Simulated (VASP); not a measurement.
A run of VASP 6.6.1 is set up as follows.

File INCAR:

```
SYSTEM = ZrC
PREC     = Accurate       ! precision mode
ENCUT    = 520            ! plane-wave cutoff, eV
EDIFF    = 1E-7           ! SCF threshold, eV
ISMEAR   = 0              ! smearing method
SIGMA    = 0.1            ! smearing width, eV
LREAL    = .False.        ! projectors in reciprocal space
LASPH    = .True.         ! aspherical terms in the spheres
NELM     = 60             ! most SCF steps
ALGO     = Normal         ! electronic algorithm
ISIF     = 2              ! what is computed and relaxed
LWAVE    = .False.        ! write WAVECAR
LCHARG   = .True.         ! write CHGCAR
GGA      = PE             ! functional
LELF     = .True.         ! ELF
LVHAR    = .True.       
NBANDS   = 15             ! bands
```

The input KPOINTS:

```
regular mesh
0
Gamma
  20 20 20
  0 0 0
```

Contents of POSCAR:

```
ZrC
1.0
    0.0000000000      2.3063223434      2.3063223434
    2.3063223434      0.0000000000      2.3063223434
    2.3063223434      2.3063223434      0.0000000000
Zr C
1 1
Direct
    0.5000000000      0.5000000000      0.5000000000
    0.0000000000      0.0000000000      0.0000000000
```

Potentials or basis: VASP PAW PBE potentials, release 64 (Zr_sv, C).

Run with:

```sh
$ cat potpaw_PBE.64/Zr_sv/POTCAR potpaw_PBE.64/C/POTCAR > POTCAR
$ mpirun -np 1 vasp_std > vasp.out
```

Estimate the band gap on the k mesh.

zero (band 8 reaches 11.23 eV, above the bottom of band 9 at 9.90 eV).

Estimate the pressure.

15.9 GPa.
